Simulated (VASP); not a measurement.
A run of VASP 6.6.1:

File INCAR:

```
  PREC = Accurate
  ENCUT = 520
  EDIFF = 1E-6
  ISMEAR = 0
  SIGMA = 0.15
  LREAL = False
  LASPH = True
  NELM = 60
  ALGO = Fast
  ISIF = 2
  LWAVE = False
  LCHARG = True
  GGA = PE
  LELF = True
  LVHAR = True
  NBANDS = 14
```

The input KPOINTS:

```
regular mesh
0
Gamma
  16 16 5
```

Contents of POSCAR:

```
Al
1.0
   -1.6174623135      1.6174623135     -1.6174623135
   -1.6174623135     -1.6174623135      1.6174623135
   -0.6469849254      6.1463567915      6.7933417169
Al
4
Direct
   -0.0875000000     -0.2625000000      0.8750000000
    0.4875000000      0.4625000000      0.1250000000
   -0.0375000000     -0.1125000000      0.3750000000
    0.4375000000      0.3125000000      0.6250000000
```

Potentials or basis: VASP PAW PBE potentials, release 64 (Al).

Command:

```bash
$ cat potpaw_PBE.64/Al/POTCAR > POTCAR
$ mpirun -np 1 vasp_std > vasp.out
```

Hardware: 1 thread of Intel Xeon 8259CL, with other jobs on the host.

Question: How long does it take, and how much memory?

Answer: It took 9.8 min on 1 thread of Intel Xeon 8259CL, with other jobs on the host, peak memory 0.54 GiB. Counts: scf iterations 13, k points 642.
